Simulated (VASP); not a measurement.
# YbCr2Ge2 (I4/mmm) in VASP: further runs, part 2 of 2

VASP 6.6.1.

## 4. Single point, PBE, collinear spin, antiferromagnetic start

This run uses another cell than the first one, of 16.84 Å³/atom.

INCAR

```
PREC = Accurate
ENCUT = 600
EDIFF = 1E-6
ISMEAR = -1
SIGMA = 0.1
LREAL = False
LASPH = True
NELM = 200
ALGO = Normal
ISIF = 2
LWAVE = False
LCHARG = False
ISPIN = 2
MAGMOM = 0 0 -2.36 2.36 0
LORBIT = 11
LMAXMIX = 6
GGA = PE
NBANDS = 50
ISYM = 0
GGA_COMPAT = False
KPAR = 4
```

KPOINTS

```
regular mesh
0
Gamma
  6 6 6
```

POSCAR

```
YbCr2Ge2
1.0
    0.0000000000      3.9626535500      0.0000000000
    3.9626535500      0.0000000000      0.0000000000
    1.9813267700      1.9813267700     -5.3614220600
Ge Cr Yb
2 2 1
Direct
    0.3863000000      0.3863000000      0.2274000000
    0.6137000000      0.6137000000      0.7726000000
    0.7500000000      0.2500000000      0.5000000000
    0.2500000000      0.7500000000      0.5000000000
    0.0000000000      0.0000000000      0.0000000000
```

Potentials or basis: VASP PAW PBE potentials, release 64 (Ge_d, Cr_pv, Yb).

Launch:

```
$ cat potpaw_PBE.64/Ge_d/POTCAR potpaw_PBE.64/Cr_pv/POTCAR potpaw_PBE.64/Yb/POTCAR > POTCAR
$ mpirun -np 4 vasp_std > vasp.out
```

OUTCAR:

```text
PREC = Accurate
   ENCUT = 600
   EDIFF = 1E-6
   ISMEAR = -1
   LREAL = False
   LASPH = True
   NELM = 200
   ISIF = 2
   ISPIN = 2
   LORBIT = 11
   GGA = PE
   ISYM = 0

 ion  position               nearest neighbor table
   1  0.386  0.386  0.227-   2 2.44   3 2.46   4 2.46   4 2.46   3 2.46   5 3.06   5 3.06   5 3.06
                             5 3.06
   2  0.614  0.614  0.773-   1 2.44   3 2.46   4 2.46   3 2.46   4 2.46   5 3.06   5 3.06   5 3.06
                             5 3.06
   3  0.750  0.250  0.500-   1 2.46   2 2.46   1 2.46   2 2.46   4 2.80   4 2.80   4 2.80   4 2.80
                             5 3.33   5 3.33   5 3.33   5 3.33
   4  0.250  0.750  0.500-   1 2.46   2 2.46   1 2.46   2 2.46   3 2.80   3 2.80   3 2.80   3 2.80
                             5 3.33   5 3.33   5 3.33   5 3.33
   5  0.000  0.000  0.000-   1 3.06   2 3.06   2 3.06   2 3.06   1 3.06   1 3.06   2 3.06   1 3.06
                             4 3.33   3 3.33   4 3.33   3 3.33   3 3.33   4 3.33   4 3.33   3 3.33

IMPORTANT INFORMATION: All symmetrisations will be switched off!
NOSYMM: (Re-)initialisation of all symmetry stuff for point group C_1.

----------------------------------------------------------------------------------------

                                     Primitive cell

  volume of cell :      84.1884

  direct lattice vectors                    reciprocal lattice vectors
     0.000000000  3.962653550  0.000000000     0.000000000  0.252356152  0.093258839
     3.962653550  0.000000000  0.000000000     0.252356152  0.000000000  0.093258839
     1.981326770  1.981326770 -5.361422060     0.000000000  0.000000000 -0.186517679

  length of vectors
     3.962653550  3.962653550  6.049475849     0.269036872  0.269036872  0.186517679

  position of ions in fractional coordinates (direct lattice)
     0.386300000  0.386300000  0.227400000
     0.613700000  0.613700000  0.772600000
     0.750000000  0.250000000  0.500000000
     0.250000000  0.750000000  0.500000000
     0.000000000  0.000000000  0.000000000

[... 137 lines left out ...]
 k-point     1 :       0.0000    0.0000    0.0000
  band No.  band energies     occupation
      1     -44.7741      1.00000
      2     -37.1522      1.00000
      3     -37.1182      1.00000
      4     -37.1182      1.00000
      5     -34.8719      1.00000
      6     -34.8138      1.00000
[... 1261 lines left out ...]
     49      12.5826      0.00000
     50      12.9989      0.00000

 [... further k-points ...]

 spin component 2

 k-point     1 :       0.0000    0.0000    0.0000
  band No.  band energies     occupation
      1     -44.7740      1.00000
      2     -37.1522      1.00000
      3     -37.1182      1.00000
      4     -37.1182      1.00000
      5     -34.8718      1.00000
      6     -34.8138      1.00000
[... 1261 lines left out ...]
     49      12.5826      0.00000
     50      13.3806      0.00000

 [... further k-points ...]

------------------------ aborting loop because EDIFF is reached ----------------------------------------

  FORCE on cell =-STRESS in cart. coord.  units (eV):
  Direction    XX          YY          ZZ          XY          YZ          ZX
  --------------------------------------------------------------------------------------
  -------------------------------------------------------------------------------------
  Total        2.3046808      2.3047690      5.4685239     -0.0002080      0.0000296      0.0000079
  in kB       43.8600532     43.8617331    104.0707034     -0.0039578      0.0005634      0.0001510
  external PRESSURE =      63.9308299 kB  Pullay stress =       0.0000000 kB

 VOLUME and BASIS-vectors are now :
 -----------------------------------------------------------------------------
  energy-cutoff  :      600.00
  volume of cell :       84.19
      direct lattice vectors                 reciprocal lattice vectors
     0.000000000  3.962653550  0.000000000     0.000000000  0.252356152  0.093258839
     3.962653550  0.000000000  0.000000000     0.252356152  0.000000000  0.093258839
     1.981326770  1.981326770 -5.361422060     0.000000000  0.000000000 -0.186517679

 POSITION                                       TOTAL-FORCE (eV/Angst)
 -----------------------------------------------------------------------------------
      1.98133      1.98133     -1.21919        -0.000010     -0.000002     -0.139739
      3.96265      3.96265     -4.14223         0.000004      0.000000      0.139749
      1.98133      3.96265     -2.68071         0.000020     -0.000024      0.000006
      3.96265      1.98133     -2.68071        -0.000014      0.000021      0.000004
      0.00000      0.00000      0.00000        -0.000000      0.000004     -0.000020
 -----------------------------------------------------------------------------------
    total drift:                                0.000005     -0.000003     -0.000025

  FREE ENERGIE OF THE ION-ELECTRON SYSTEM (eV)
  ---------------------------------------------------
  free  energy   TOTEN  =       -33.0036469972 eV

  energy  without entropy=      -32.7983744831  energy(sigma->0) =      -32.90101074

 total charge

# of ion       s       p       d       f       tot
--------------------------------------------------
    1        1.123   1.424  10.054   0.000  12.600
    2        1.123   1.424  10.054   0.000  12.600
    3        0.319   6.293   4.173   0.000  10.784
    4        0.319   6.293   4.173   0.000  10.784
    5        2.131   6.049   0.469  13.472  22.122
--------------------------------------------------
tot          5.014  21.482  28.921  13.472  68.890

 magnetization (x)

# of ion       s       p       d       f       tot
--------------------------------------------------
    1       -0.000  -0.000   0.000   0.000  -0.000
    2       -0.000  -0.000   0.000   0.000   0.000
    3       -0.036  -0.034  -2.252   0.000  -2.322
    4        0.036   0.034   2.252   0.000   2.322
    5       -0.000  -0.000  -0.000   0.000  -0.000
--------------------------------------------------
tot          0.000  -0.000   0.000   0.000   0.000
```

stdout:

```text
POSCAR found type information on POSCAR GeCrYb
 POSCAR found :  3 types and       5 ions
 scaLAPACK will be used
 LDA part: xc-table for (Slater+PW92), standard interpolation
 POSCAR, INCAR and KPOINTS ok, starting setup
 FFT: planning ... GRIDC
 FFT: planning ... GRID_SOFT
 FFT: planning ... GRID
 WAVECAR not read
 entering main loop
```

Run time: 15 min. Hardware: 4 MPI ranks of Intel Xeon Platinum 8488C (Sapphire Rapids), shared host; peak memory 0.94 GiB.

Results:

```yaml
Free_energy: -33.0036 eV
Pressure: 6.4 GPa
Largest_force: 0.140 eV/Å
Band_gap_on_the_k_mesh: zero (filled and empty bands overlap)
Net_moment: 0.00 μB per cell
Site_moments: Ge -0.00, +0.00; Cr -2.32, +2.32; Yb -0.00 μB
Valence_electrons_inside_the_program's_atomic_spheres: Ge 12.60; Cr 10.78; Yb 22.12
```

Forces in eV/Å, atoms in the order of the input:
```
Ge   0.000  0.000 -0.140
Ge   0.000  0.000  0.140
Cr   0.000  0.000  0.000
Cr   0.000  0.000  0.000
Yb   0.000  0.000  0.000
```

Levels at points of the mesh, in eV from the Fermi level:
Spin up:
| k point | band 35 | band 36 | band 37 | band 38 | band 39 | band 40 | band 41 | band 42 |
| --- | --- | --- | --- | --- | --- | --- | --- | --- |
| (0.00, 0.00, 0.00) | -0.45 | -0.38 | -0.38 | 0.56 | 0.83 | 0.83 | 1.01 | 1.52 |
| (0.50, 0.00, 0.00) | -0.44 | -0.44 | -0.29 | -0.26 | -0.06 | 0.82 | 1.21 | 1.55 |
| (0.00, 0.50, 0.50) | -0.44 | -0.44 | -0.29 | -0.26 | -0.06 | 0.82 | 1.21 | 1.55 |
| (0.50, 0.00, 0.50) | -0.44 | -0.44 | -0.29 | -0.26 | -0.06 | 0.82 | 1.21 | 1.55 |
| (0.00, 0.50, 0.00) | -0.44 | -0.44 | -0.29 | -0.26 | -0.06 | 0.82 | 1.21 | 1.55 |
| (0.50, 0.50, 0.00) | -0.47 | -0.45 | -0.45 | -0.45 | -0.43 | 0.97 | 1.02 | 1.50 |
| (0.50, 0.50, 0.50) | -0.47 | -0.45 | -0.45 | -0.45 | -0.43 | 0.97 | 1.02 | 1.50 |
| (0.00, 0.00, 0.50) | -0.34 | -0.27 | -0.27 | -0.21 | 1.18 | 1.18 | 1.39 | 2.37 |
Spin down:
```csv
k point,band 36,band 37,band 38,band 39,band 40,band 41
"(0.00, 0.00, 0.00)",-0.38,-0.38,0.56,0.83,0.83,1.01
"(0.50, 0.00, 0.00)",-0.44,-0.29,-0.26,-0.06,0.82,1.21
"(0.00, 0.50, 0.50)",-0.44,-0.29,-0.26,-0.06,0.82,1.21
"(0.50, 0.00, 0.50)",-0.44,-0.29,-0.26,-0.06,0.82,1.21
"(0.00, 0.50, 0.00)",-0.44,-0.29,-0.26,-0.06,0.82,1.21
"(0.50, 0.50, 0.00)",-0.45,-0.45,-0.45,-0.43,0.97,1.02
"(0.50, 0.50, 0.50)",-0.45,-0.45,-0.45,-0.43,0.97,1.02
"(0.00, 0.00, 0.50)",-0.27,-0.27,-0.21,1.18,1.18,1.39
```

Caveat: the cell stands under pressure; spin-orbit coupling is left out, which moves the levels of the heavy elements. The state reached can hang on the start; a lower one may exist.

## 5. Overview

| cell | k mesh | cutoff (eV) | gap on the mesh (eV) | pressure (GPa) | moment (μB) | largest force (eV/Å) |
| --- | --- | --- | --- | --- | --- | --- |
| a = 3.965, b = 3.965, c = 6.252 Å, angles 71.5, 71.5, 90.0°, 5 atoms | 5 × 5 × 5 | 520 | none | -0.8 | 0.00 | 0.03 |
| a = 3.965, b = 3.965, c = 6.251 Å, angles 71.5, 71.5, 90.0°, 5 atoms | 5 × 5 × 5 | 520 | none | 0.4 | 0.00 | 0.03 |
| a = 3.963, b = 3.963, c = 6.049 Å, angles 70.9, 70.9, 90.0°, 5 atoms | 6 × 6 × 6 | 600 | none | 6.4 | 0.00 | 0.14 |

Alike in all rows: task single point; level PBE; potentials or basis VASP PAW PBE potentials, release 64 (Ge_d, Cr_pv, Yb); spin collinear, antiferromagnetic start; smearing fermi-dirac 0.1 eV.

Caveats: spin-orbit coupling is left out, which moves the levels of the heavy elements; the cell stands under pressure (at least some runs).

Absolute energies hang on the potentials; compare differences alone.
